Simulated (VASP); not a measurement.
Wanted: the native input for a VASP 6.6.1 run.

| Property | Result |
| --- | --- |
| Task | single point |
| Functional | PBE |
| Potentials or basis | VASP PAW PBE potentials, release 64 (Ag) |
| Cutoff | 520 eV |
| k mesh | 18 × 18 × 18 |
| Occupations | gaussian, width 0.1 eV |
| Spin | no spin polarisation |
| Dipole correction | no |
| Further INCAR settings | ALGO = Normal; EDIFF = 1e-06; NBANDS = 12 |

The structure of Ag lies in POSCAR:

```
Ag
1.0
   -1.7294961684      1.7294961684      1.7294961684
    1.7294961684     -1.7294961684      1.7294961684
    1.7294961684      1.7294961684     -1.7294961684
Ag
1
Direct
    0.0000000000      0.0000000000      0.0000000000
```

This cell differs from its parent crystal: strained.

One way to write it, as run:

INCAR

```
SYSTEM = Ag
ALGO = Normal
EDIFF = 1E-6
ENCUT = 520
GGA = PE
ISIF = 2
ISMEAR = 0
LASPH = .True.
LCHARG = .True.
LELF = .True.
LREAL = .False.
LVHAR = .True.
LWAVE = .False.
NBANDS = 12
NELM = 100
PREC = Accurate
SIGMA = 0.1
```

KPOINTS

```
k-points
0
Gamma
  18 18 18
  0 0 0
```

Potentials or basis: VASP PAW PBE potentials, release 64 (Ag).

Run with:

```sh
$ cat potpaw_PBE.64/Ag/POTCAR > POTCAR
$ mpirun -np 1 vasp_std > vasp.out
```

It gave:

```json
{
  "Pressure": "-8.2 GPa"
}
```

Caveat: the cell differs from its parent crystal (strained).

It took 13 s on 1 thread of Intel(R) Xeon(R) 6975P-C (Granite Rapids), with other jobs on the host, peak memory 0.17 GiB.
